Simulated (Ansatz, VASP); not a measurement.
## Cu in VASP and in Ansatz

```xyz
1
Lattice="0.0000 1.7899 1.7899 1.7899 0.0000 1.7899 1.7899 1.7899 0.0000" Properties=species:S:1:pos:R:3 pbc="T T T"
Cu    0.0000    0.0000    0.0000
```

Alike in both runs: functional r2SCAN; k mesh 18 × 18 × 18; occupations fermi-dirac, width 0.05 eV; no spin polarisation.

Ansatz relaxed the structure, and its values are those at the end. VASP's run is a single point on that final structure, the one shown.

|  | VASP | Ansatz |
| --- | --- | --- |
| version | VASP 6.6.1 | Ansatz 0.2.0 |
| potentials or method | VASP PAW PBE potentials, release 64 (Cu), cutoff 520 eV | plane-wave PAW DFT |
| valence electrons in the cell | 11 | 19 |

```tsv
	VASP	Ansatz	Ansatz less VASP
pressure (GPa)	0.3	0.0	-0.31
```

VASP's potentials were made for PBE, not for r2SCAN. VASP's potentials hold 11 valence electrons a cell and Ansatz's 19, so a difference there can come from the potentials and not from the codes.
